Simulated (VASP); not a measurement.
# ZrIn (P4/mmm) in VASP: single point with LDA

Aim: the single point of ZrIn with LDA.

Program: VASP 6.6.1. These are calculated values, not measurements. Logs are shortened: lines on timing, memory, paths and dates and some standing lists are left out, and cuts for length are marked.

**1. The cell of the first run**

It takes space group P4/mmm (No. 123, tetragonal). The conventional cell has a = 3.141 Å, b = 3.141 Å, c = 4.454 Å, α = 90.00°, β = 90.00°, γ = 90.00°. Within 4.1 Å of Zr (site symmetry 4/mmm) lie 4 Zr at 3.14 Å and 8 In at 3.15 Å. In (site symmetry 4/mmm) has 4 In at 3.14 Å and 8 Zr at 3.15 Å within 4.1 Å.

**2. Single point, LDA**

The input, INCAR:

```
SYSTEM = ZrIn
PREC = Accurate ; ENCUT = 520
EDIFF = 1E-7 ; ISMEAR = -1
SIGMA = 0.2 ; LREAL = .FALSE.
LASPH = .TRUE. ; NELM = 100
ALGO = Normal ; ISIF = 2
LWAVE = .FALSE. ; LCHARG = .FALSE.
NBANDS = 20
```

The input, KPOINTS:

```
regular mesh
0
G
  9 9 7
  0 0 0
```

The input, POSCAR:

```
ZrIn
1.0
    3.1406491600      0.0000000000      0.0000000000
    0.0000000000      3.1406491600      0.0000000000
    0.0000000000      0.0000000000      4.4541007200
Zr In
1 1
Direct
    0.0000000000      0.0000000000      0.0000000000
    0.5000000000      0.5000000000      0.5000000000
```

Potentials or basis: VASP PAW LDA potentials, release 64 (Zr_sv, In_d).

The run is started by

```bash
> cat potpaw_LDA.64/Zr_sv/POTCAR potpaw_LDA.64/In_d/POTCAR > POTCAR
> mpirun -np 1 vasp_std > vasp.out
```

OUTCAR:

```text
SYSTEM = ZrIn
   PREC = Accurate
   ENCUT = 520
   EDIFF = 1E-7
   ISMEAR = -1
   LREAL = .FALSE.
   LASPH = .TRUE.
   NELM = 100
   ISIF = 2

 ion  position               nearest neighbor table
   1  0.000  0.000  0.000-   2 3.15   2 3.15   2 3.15   2 3.15   2 3.15   2 3.15   2 3.15   2 3.15

   2  0.500  0.500  0.500-   1 3.15   1 3.15   1 3.15   1 3.15   1 3.15   1 3.15   1 3.15   1 3.15

  LATTYP: Found a simple tetragonal cell.
 ALAT       =     3.1406491600
 C/A-ratio  =     1.4182102149

  Lattice vectors:

 A1 = (   3.1406491600,   0.0000000000,   0.0000000000)
 A2 = (   0.0000000000,   3.1406491600,   0.0000000000)
 A3 = (   0.0000000000,   0.0000000000,   4.4541007200)

Analysis of symmetry for initial positions (statically):
=====================================================================
 Subroutine PRICEL returns:
 Original cell was already a primitive cell.

 Routine SETGRP: Setting up the symmetry group for a
 simple tetragonal supercell.

 Subroutine GETGRP returns: Found 16 space group operations
 (whereof 16 operations were pure point group operations)
 out of a pool of 16 trial point group operations.

The static configuration has the point symmetry D_4h.

Analysis of symmetry for dynamics (positions and initial velocities):
=====================================================================
 Subroutine PRICEL returns:
 Original cell was already a primitive cell.

 Routine SETGRP: Setting up the symmetry group for a
 simple tetragonal supercell.

 Subroutine GETGRP returns: Found 16 space group operations
 (whereof 16 operations were pure point group operations)
 out of a pool of 16 trial point group operations.

The dynamic configuration has the point symmetry D_4h.

 Subroutine INISYM returns: Found 16 space group operations
 (whereof 16 operations are pure point group operations),
 and found     1 'primitive' translations

----------------------------------------------------------------------------------------

                                     Primitive cell

  volume of cell :      43.9338

  direct lattice vectors                    reciprocal lattice vectors
     3.140649160  0.000000000  0.000000000     0.318405511  0.000000000  0.000000000
     0.000000000  3.140649160  0.000000000     0.000000000  0.318405511  0.000000000
     0.000000000  0.000000000  4.454100720     0.000000000  0.000000000  0.224512211

  length of vectors
     3.140649160  3.140649160  4.454100720     0.318405511  0.318405511  0.224512211

  position of ions in fractional coordinates (direct lattice)
     0.000000000  0.000000000  0.000000000
     0.500000000  0.500000000  0.500000000

  ion indices of the primitive-cell ions
   primitive index   ion index
                 1           1
                 2           2

----------------------------------------------------------------------------------------

 KPOINTS: regular mesh

Automatic generation of k-mesh.
 Grid dimensions read from file:
 generate k-points for:    9    9    7

 Generating k-lattice:

  Cartesian coordinates                     Fractional coordinates (reciprocal lattice)
     0.035378390  0.000000000  0.000000000     0.111111111  0.000000000  0.000000000
     0.000000000  0.035378390  0.000000000     0.000000000  0.111111111  0.000000000
     0.000000000  0.000000000  0.032073173     0.000000000  0.000000000  0.142857143

  Length of vectors
     0.035378390  0.035378390  0.032073173

  Shift w.r.t. Gamma in fractional coordinates (k-lattice)
     0.000000000  0.000000000  0.000000000

 Subroutine IBZKPT returns following result:
 ===========================================

 Found     60 irreducible k-points:

 Following reciprocal coordinates:
            Coordinates               Weight
  0.000000  0.000000  0.000000      1.000000
  0.111111  0.000000  0.000000      4.000000
  0.222222  0.000000  0.000000      4.000000
  0.333333  0.000000  0.000000      4.000000
  0.444444  0.000000  0.000000      4.000000
  0.111111  0.111111  0.000000      4.000000
[... 16 lines left out ...]
  0.333333  0.111111  0.142857     16.000000
  0.444444  0.111111  0.142857     16.000000
 [... further k-points ...]
   k-points           NKPTS =     60   k-points in BZ     NKDIM =     60   number of bands    NBANDS=     20
   number of dos      NEDOS =    301   number of ions     NIONS =      2
   total plane-waves  NPLWV =  20736
   dimension x,y,z NGX =    24 NGY =   24 NGZ =   36
   dimension x,y,z NGXF=    48 NGYF=   48 NGZF=   72
   ions per type =               1   1
   NGX,Y,Z   is equivalent  to a cutoff of  12.70, 12.70, 13.44 a.u.
   NGXF,Y,Z  is equivalent  to a cutoff of  25.41, 25.41, 26.87 a.u.
 SYSTEM =  ZrIn
   PREC   = accura    normal or accurate (medium, high low for compatibility)
   ISTART =      0    job   : 0-new  1-cont  2-samecut
   ICHARG =      2    charge: 1-file 2-atom 10-const
   ISPIN  =      1    spin polarized calculation?
   LNONCOLLINEAR =      F non collinear calculations
   LSORBIT =      F    spin-orbit coupling
   LASPH  =      T    aspherical Exc in radial PAW
   ENCUT  =  520.0 eV  38.22 Ry    6.18 a.u.   5.84  5.84  8.28*2*pi/ulx,y,z
   NELM   =    100;   NELMIN=  2; NELMDL= -5     # of ELM steps
   EDIFF  = 0.1E-06   stopping-criterion for ELM
   LREAL  =      F    real-space projection
   EDIFFG = 0.1E-05   stopping-criterion for IOM
   NSW    =      0    number of steps for IOM
   IBRION =     -1    ionic relax: 0-MD 1-quasi-New 2-CG
   NFREE  =      0    steps in history (QN), initial steepest desc. (CG)
   ISIF   =      2    stress and relaxation
   ISYM   =      2    0-nonsym 1-usesym 2-fastsym
   POTIM  = 0.5000    time-step for ionic-motion
   TEBEG  =    0.0;   TEEND  =   0.0 temperature during run
   PSTRESS=    0.0 pullay stress
   NELECT =      25.0000    total number of electrons
   NUPDOWN=      -1.0000    fix difference up-down
   EMIN   =  10.00;   EMAX   =-10.00  energy-range for DOS
   EFERMI =   0.00;   METHOD = LEGACY
   ISMEAR =    -1;   SIGMA  =   0.20  broadening in eV -4-tet -1-fermi 0-gaus
   EFERMI_NEDOS =   21; number of points for ismear=-14 and -15
   IALGO  =     38    algorithm
   IMIX   =      4    mixing-type and parameters
     AMIX     =   0.40;   BMIX     =  1.00
     AMIX_MAG =   1.60;   BMIX_MAG =  1.00
  volume/ion in A,a.u.               =      21.97       148.24
  Fermi-wavevector in a.u.,A,eV,Ry     =   1.356611  2.563622 25.040058  1.840392
  Thomas-Fermi vector in A             =   2.483599
   LORBIT       =      0    0 simple, 1 ext, 2 COOP (PROOUT), +10 PAW based schemes
   GGA     = CA    functional components
   LHFCALC =     F    Hartree Fock is set to
   AEXX    =    0.0000 exact exchange contribution
   IVDW    =     0    specifies the selected vdW correction
   LEPSILON=     F    determine dielectric tensor
   LRPA    =     F    only Hartree local field effects (RPA)
 non-spin polarized calculation
  energy-cutoff  :      520.00
  volume of cell :       43.93
 maximum number of plane-waves:      1200
 NGX is ok and might be reduce to    24
   NGX = 11   NGY = 11   NGZ = 17

 number of electron      25.0000006 magnetization

 Free energy of the ion-electron system (eV)
  ---------------------------------------------------
  ext. energy  EPLUGINS =         0.00000000
  ---------------------------------------------------
  free energy    TOTEN  =       -13.40397536 eV

  energy without entropy =      -13.22266143  energy(sigma->0) =      -13.31331840

 E-fermi :   9.3061     XC(G=0): -11.4887

 val. band max:        9.3020118505   @ k =   0.0000   0.0000   0.1429
 cond. band min:       9.3121759457   @ k =   0.2222   0.1111   0.4286
 fundamental gap:      0.0101640952
 Fermi energy:         9.3061249591

 k-point     1 :       0.0000    0.0000    0.0000
  band No.  band energies     occupation
      1     -39.3393      2.00000
      2     -17.6610      2.00000
      3     -17.1545      2.00000
      4     -17.1545      2.00000
      5      -5.3197      2.00000
      6      -5.0574      2.00000
[... 12 lines left out ...]
     19      15.8494      0.00000
     20      20.6754      0.00000

 k-point     2 :       0.1111    0.0000    0.0000
  band No.  band energies     occupation
      1     -39.3322      2.00000
      2     -17.6527      2.00000
      3     -17.2322      2.00000
      4     -17.1479      2.00000
      5      -5.2820      2.00000
      6      -5.0313      2.00000
[... 12 lines left out ...]
     19      16.3899      0.00000
     20      21.0563      0.00000

 k-point     3 :       0.2222    0.0000    0.0000
  band No.  band energies     occupation
      1     -39.3142      2.00000
      2     -17.6316      2.00000
      3     -17.4248      2.00000
      4     -17.1313      2.00000
      5      -5.2097      2.00000
      6      -4.9423      2.00000
[... 12 lines left out ...]
     19      17.3597      0.00000
     20      20.1794      0.00000

 k-point     4 :       0.3333    0.0000    0.0000
  band No.  band energies     occupation
      1     -39.2935      2.00000
      2     -17.6368      2.00000
      3     -17.6074      2.00000
      4     -17.1124      2.00000
      5      -5.1595      2.00000
      6      -4.9683      2.00000
[... 12 lines left out ...]
     19      18.7700      0.00000
     20      19.2724      0.00000

 k-point     5 :       0.4444    0.0000    0.0000
  band No.  band energies     occupation
      1     -39.2800      2.00000
      2     -17.7714      2.00000
      3     -17.5915      2.00000
      4     -17.0999      2.00000
      5      -5.1364      2.00000
      6      -5.0085      2.00000
[... 12 lines left out ...]
     19      18.5115      0.00000
     20      19.1683      0.00000
[... 353 lines left out ...]
      6      -5.0050      2.00000
[... 12 lines left out ...]
     19      17.5909      0.00000
     20      20.8076      0.00000

 k-point    22 :       0.2222    0.1111    0.1429
  band No.  band energies     occupation
      1     -39.3070      2.00000
      2     -17.6276      2.00000
      3     -17.4160      2.00000
      4     -17.2068      2.00000
      5      -5.1527      2.00000
      6      -4.9319      2.00000
[... 12 lines left out ...]
     19      17.8280      0.00000
     20      20.1817      0.00000

 k-point    23 :       0.3333    0.1111    0.1429
  band No.  band energies     occupation
      1     -39.2865      2.00000
      2     -17.6262      2.00000
      3     -17.6021      2.00000
      4     -17.1862      2.00000
      5      -5.0979      2.00000
      6      -4.9783      2.00000
[... 12 lines left out ...]
     19      17.7706      0.00000
     20      18.6244      0.00000

 k-point    24 :       0.4444    0.1111    0.1429
  band No.  band energies     occupation
      1     -39.2730      2.00000
      2     -17.7595      2.00000
      3     -17.5856      2.00000
      4     -17.1728      2.00000
      5      -5.0753      2.00000
      6      -5.0228      2.00000
[... 12 lines left out ...]
     19      17.7977      0.00000
     20      18.4569      0.00000

 [... further k-points ...]

------------------------ aborting loop because EDIFF is reached ----------------------------------------

  FORCE on cell =-STRESS in cart. coord.  units (eV):
  Direction    XX          YY          ZZ          XY          YZ          ZX
  --------------------------------------------------------------------------------------
  -------------------------------------------------------------------------------------
  Total       -1.4605196     -1.4605196     -1.6516272      0.0000000     -0.0000000      0.0000000
  in kB      -53.2621982    -53.2621982    -60.2315062      0.0000000     -0.0000000      0.0000000
  external PRESSURE =     -55.5853009 kB  Pullay stress =       0.0000000 kB

 VOLUME and BASIS-vectors are now :
 -----------------------------------------------------------------------------
  energy-cutoff  :      520.00
  volume of cell :       43.93
      direct lattice vectors                 reciprocal lattice vectors
     3.140649160  0.000000000  0.000000000     0.318405511  0.000000000  0.000000000
     0.000000000  3.140649160  0.000000000     0.000000000  0.318405511  0.000000000
     0.000000000  0.000000000  4.454100720     0.000000000  0.000000000  0.224512211

 POSITION                                       TOTAL-FORCE (eV/Angst)
 -----------------------------------------------------------------------------------
      0.00000      0.00000      0.00000         0.000000      0.000000      0.000000
      1.57032      1.57032      2.22705         0.000000      0.000000      0.000000
 -----------------------------------------------------------------------------------
    total drift:                                0.000000      0.000000     -0.000000

  FREE ENERGIE OF THE ION-ELECTRON SYSTEM (eV)
  ---------------------------------------------------
  free  energy   TOTEN  =       -13.4039753634 eV

  energy  without entropy=      -13.2226614280  energy(sigma->0) =      -13.31331840
```

Wall time 37 s (1 thread of Intel Xeon 8259CL, shared host); peak memory 0.17 GiB.

Results:

```yaml
Free_energy: -13.4040 eV
Pressure: -5.6 GPa
Band_gap_on_the_k_mesh: zero (an odd number of electrons rules out a gap without spin polarisation)
```

Stress tensor (GPa, compression positive):
```
-5.33  0.00  0.00
 0.00 -5.33  0.00
 0.00  0.00 -6.02
```

Levels at points of the mesh, in eV from the Fermi level:
```tsv
k point	band 10	band 11	band 12	band 13	band 14	band 15	band 16	band 17
(0.00, 0.00, 0.00)	-8.93	-1.74	-1.12	-0.28	2.79	2.79	4.24	6.40
```

Caveat: the cell stands under tension; spin-orbit coupling is left out, which moves the levels of the heavy elements.
